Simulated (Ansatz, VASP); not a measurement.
# One calculation of O, two programs

Contents of POSCAR:

```
O
1.0
    2.7931946254     -1.6284795617      0.0000000000
    2.7931946254      1.6284795617      0.0000000000
   -2.3456105162      0.0000000000      3.5725996965
O
2
Direct
    0.9745461700      0.9745461700      0.8444259800
    0.0254538300      0.0254538300      0.1555740200
```

INCAR.step1

```
SYSTEM = O
PREC = Accurate
ENCUT = 520
ISMEAR = -1
SIGMA = 0.05
LREAL = .FALSE.
LASPH = .TRUE.
NELM = 80
NBANDS = 13
GGA = PE
ALGO = Normal
EDIFF = 1E-4
LWAVE = .TRUE.
LCHARG = .FALSE.
```

File INCAR.step2:

```
SYSTEM = O
PREC = Accurate
ENCUT = 520
EDIFF = 1E-6
ISMEAR = -1
SIGMA = 0.05
LREAL = .FALSE.
LASPH = .TRUE.
NELM = 80
ALGO = Normal
ISIF = 2
LWAVE = .FALSE.
LCHARG = .FALSE.
METAGGA = R2SCAN
LMIXTAU = .TRUE.
NBANDS = 13
ISTART = 1
```

KPOINTS

```
Automatic mesh
0
G
  10 10 7
  0 0 0
```

input.yaml

```yaml
crystal:
  lattice:
    - [2.7931946254, -1.6284795617, 0.0]
    - [2.7931946254, 1.6284795617, 0.0]
    - [-2.3456105162, 0.0, 3.5725996965]
  atoms:
    - { symbol: O, position: [0.97454617, 0.97454617, 0.84442598] }
    - { symbol: O, position: [0.02545383, 0.02545383, 0.15557402] }
hamiltonian:
  xc: r2scan
  pseudopotentials: { kind: paw }
kpoints:
  mp_grid: { grid: [10, 10, 7] }
scf:
  occupations: { method: fermi_dirac, width: 0.05 }
output:
  forces: true
  stress: true
  eigenvalues: true
```

Alike in both runs: task single point; functional r2SCAN; k mesh 10 × 10 × 7; occupations fermi-dirac, width 0.05 eV; no spin polarisation.

|  | VASP | Ansatz |
| --- | --- | --- |
| version | VASP 6.6.1 | Ansatz 0.2.0 |
| potentials or method | VASP PAW PBE potentials, release 64 (O) | Ansatz PAW |
| plane-wave cutoff (eV) | 520 | 500 |
| valence electrons in the cell | 12 | 12 |

```csv
,VASP,Ansatz,Ansatz less VASP
gap on the k mesh at the Fermi level (eV),none,none,-
pressure (GPa),1.2,-1.5,-2.75
"traceless stress, the component that is largest in VASP (GPa)",7.13,2.27,-4.857
rms of the force components (eV/Å),1.368,0.465,-0.9026
```

VASP's potentials were made for PBE, not for r2SCAN. Atom by atom the forces differ by 0.911 eV/Å (rms over components). A gap of «none» marks a metal or a gap that the smearing closes.

Noted on VASP's run: the standard files for N, O and F lose accuracy on very short bonds; spin is off for a triplet molecule. Noted on Ansatz's run: spin is off for a triplet molecule.
